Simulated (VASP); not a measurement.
Input of a VASP 6.6.1 run:

The input POSCAR:

```
SiO2
1.0
    3.7741550288      0.0000000000      0.0000000000
    0.0000000000      3.7741550288      0.0000000000
    0.0000000000      0.0000000000      3.7741550288
Si O
2 4
Direct
    0.0000000000      0.0000000000      0.0000000000
    0.5000000000      0.5000000000      0.5000000000
    0.2500000000      0.2500000000      0.2500000000
    0.2500000000      0.7500000000      0.7500000000
    0.7500000000      0.7500000000      0.2500000000
    0.7500000000      0.2500000000      0.7500000000
```

File INCAR.step1:

```
  PREC = Accurate
  ENCUT = 520
  ISMEAR = 0
  SIGMA = 0.02
  LREAL = False
  LASPH = True
  NELM = 100
  NBANDS = 25
  GGA = PE
  ALGO = Normal
  EDIFF = 1E-4
  LWAVE = True
  LCHARG = False
```

Contents of INCAR.step2:

```
  PREC = Accurate
  ENCUT = 520
  EDIFF = 1E-6
  ISMEAR = 0
  SIGMA = 0.02
  LREAL = False
  LASPH = True
  NELM = 100
  ALGO = Normal
  ISIF = 2
  LWAVE = False
  LCHARG = False
  METAGGA = R2SCAN
  LMIXTAU = True
  NBANDS = 25
  ISTART = 1
```

The input KPOINTS:

```
regular mesh
0
Gamma
  6 6 6
```

Potentials or basis: VASP PAW PBE potentials, release 64 (Si, O).

Launch:

```console
$ cat potpaw_PBE.64/Si/POTCAR potpaw_PBE.64/O/POTCAR > POTCAR
$ cp INCAR.step1 INCAR
$ mpirun -np 1 vasp_std > vasp.out
$ cp INCAR.step2 INCAR
$ mpirun -np 1 vasp_std > vasp.out
```

Question: Estimate the pressure.

Answer: 0.2 GPa.

Question: What does it give for the band gap on the k mesh?

Answer: 5.75 eV (least direct gap 6.34 eV).

Caveat: the PAW data sets were made with another functional, which shifts forces and pressure a little. A k mesh can miss the band edges.
